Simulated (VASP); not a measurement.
# Te2Mo in VASP: settings compared, part 2 of 2

VASP 6.6.1. The steps go on from the part before.

### 3 Single point, r2SCAN

This run uses another cell than the first one.

POSCAR

```
Te2Mo
1.0
    3.4875546084      0.0000000000      0.0000000000
   -1.7437773042      3.0203108879      0.0000000000
    0.0000000000      0.0000000000     17.1663236088
Te Mo
2 1
Direct
    0.3333333333      0.6666666667      0.1021445500
    0.3333333333      0.6666666667      0.8978554500
    0.0000000000      0.0000000000      0.0000000000
```

INCAR.step1

```
PREC = Accurate ; ENCUT = 520
ISMEAR = -1 ; SIGMA = 0.05
LREAL = False ; LASPH = True
NELM = 60 ; NBANDS = 20
GGA = PE ; ALGO = Normal
EDIFF = 1E-4 ; LWAVE = True
LCHARG = False
```

INCAR.step2

```
PREC = Accurate ; ENCUT = 520
EDIFF = 1E-6 ; ISMEAR = -1
SIGMA = 0.05 ; LREAL = False
LASPH = True ; NELM = 60
ALGO = Normal ; ISIF = 2
LWAVE = False ; LCHARG = False
METAGGA = R2SCAN ; LMIXTAU = True
NBANDS = 20 ; ISTART = 1
```

KPOINTS

```
regular mesh
0
Gamma
  9 9 2
```

Potentials or basis: VASP PAW PBE potentials, release 64 (Te, Mo_sv).

Started as:

```console
$ cat potpaw_PBE.64/Te/POTCAR potpaw_PBE.64/Mo_sv/POTCAR > POTCAR
$ cp INCAR.step1 INCAR
$ mpirun -np 1 vasp_std > vasp.out
$ cp INCAR.step2 INCAR
$ mpirun -np 1 vasp_std > vasp.out
```

OUTCAR:

```text
PREC = Accurate
   ENCUT = 520
   EDIFF = 1E-6
   ISMEAR = -1
   LREAL = False
   LASPH = True
   NELM = 60
   ISIF = 2
   METAGGA = R2SCAN
   ISTART = 1

 ion  position               nearest neighbor table
   1  0.333  0.667  0.102-   3 2.67   3 2.67   3 2.67   2 3.51
   2  0.333  0.667  0.898-   3 2.67   3 2.67   3 2.67   1 3.51
   3  0.000  0.000  0.000-   1 2.67   2 2.67   1 2.67   2 2.67   1 2.67   2 2.67

  LATTYP: Found a hexagonal cell.
 ALAT       =     3.4875546084
 C/A-ratio  =     4.9221662558

  Lattice vectors:

 A1 = (   3.4875546084,   0.0000000000,   0.0000000000)
 A2 = (  -1.7437773042,   3.0203108879,   0.0000000000)
 A3 = (   0.0000000000,   0.0000000000,  17.1663236088)

Analysis of symmetry for initial positions (statically):
=====================================================================
 Subroutine PRICEL returns:
 Original cell was already a primitive cell.

 Routine SETGRP: Setting up the symmetry group for a
 hexagonal supercell.

[... 162 lines left out ...]
  ---------------------------------------------------
  free energy    TOTEN  =       -77.67386193 eV

  energy without entropy =      -77.67386162  energy(sigma->0) =      -77.67386178

 E-fermi :   0.8807     XC(G=0):  -4.9365

 val. band max:        0.2620108445   @ k =   0.3333   0.3333   0.5000
 cond. band min:       1.4962404683   @ k =   0.3333   0.3333   0.5000
 fundamental gap:      1.2342296237
 Fermi energy:         0.8806543047

 k-point     1 :       0.0000    0.0000    0.0000
  band No.  band energies     occupation
      1     -62.2431      2.00000
      2     -35.7215      2.00000
      3     -35.5852      2.00000
      4     -35.5852      2.00000
      5     -13.1742      2.00000
      6     -11.9788      2.00000
[... 541 lines left out ...]
     19       6.0373      0.00000
     20       8.3166      0.00000

------------------------ aborting loop because EDIFF is reached ----------------------------------------

  FORCE on cell =-STRESS in cart. coord.  units (eV):
  Direction    XX          YY          ZZ          XY          YZ          ZX
  --------------------------------------------------------------------------------------
  -------------------------------------------------------------------------------------
  Total        2.9593385      2.9593385      3.5356801     -0.0000000      0.0000000      0.0000000
  in kB       26.2213636     26.2213636     31.3280660     -0.0000000      0.0000000      0.0000000
  external PRESSURE =      27.9235978 kB  Pullay stress =       0.0000000 kB

 VOLUME and BASIS-vectors are now :
 -----------------------------------------------------------------------------
  energy-cutoff  :      520.00
  volume of cell :      180.82
      direct lattice vectors                 reciprocal lattice vectors
     3.487554608  0.000000000  0.000000000     0.286733861  0.165545872  0.000000000
    -1.743777304  3.020310888  0.000000000     0.000000000  0.331091744  0.000000000
     0.000000000  0.000000000 17.166323609     0.000000000  0.000000000  0.058253591

 POSITION                                       TOTAL-FORCE (eV/Angst)
 -----------------------------------------------------------------------------------
     -0.00000      2.01354      1.75345         0.000000      0.000000      1.011896
     -0.00000      2.01354     15.41288         0.000000      0.000000     -1.011896
      0.00000      0.00000      0.00000        -0.000000     -0.000000      0.000000
 -----------------------------------------------------------------------------------
    total drift:                                0.000001     -0.000000     -0.000000

  FREE ENERGIE OF THE ION-ELECTRON SYSTEM (eV)
  ---------------------------------------------------
  free  energy   TOTEN  =       -77.6738619325 eV

  energy  without entropy=      -77.6738616238  energy(sigma->0) =      -77.67386178
```

OUTCAR.step1:

```text
PREC = Accurate
   ENCUT = 520
   ISMEAR = -1
   LREAL = False
   LASPH = True
   NELM = 60
[... 773 lines left out ...]
     -0.00000      2.01354      1.75345         0.000000      0.000000      1.213820
     -0.00000      2.01354     15.41288         0.000000      0.000000     -1.213820
      0.00000      0.00000      0.00000         0.000000      0.000000      0.000000
 -----------------------------------------------------------------------------------
    total drift:                                0.000000     -0.000000     -0.000000

  FREE ENERGIE OF THE ION-ELECTRON SYSTEM (eV)
  ---------------------------------------------------
  free  energy   TOTEN  =       -17.9048668947 eV

  energy  without entropy=      -17.9048661867  energy(sigma->0) =      -17.90486654
```

Wall time 3.1 min (1 thread of Intel Xeon 6975P-C (Granite Rapids), shared host); peak memory 0.38 GiB.

Results:

| Item | Value |
| --- | --- |
| Free energy | -77.6739 eV |
| Largest force | 1.012 eV/Å |
| Band gap on the k mesh | 1.23 eV |

Forces in eV/Å, atoms in the order of the input:
```
Te   0.000  0.000  1.012
Te   0.000  0.000 -1.012
Mo   0.000  0.000  0.000
```

Caveat: the PAW data sets were made with another functional, which shifts forces and pressure a little; spin-orbit coupling is left out, which moves the levels of the heavy elements.
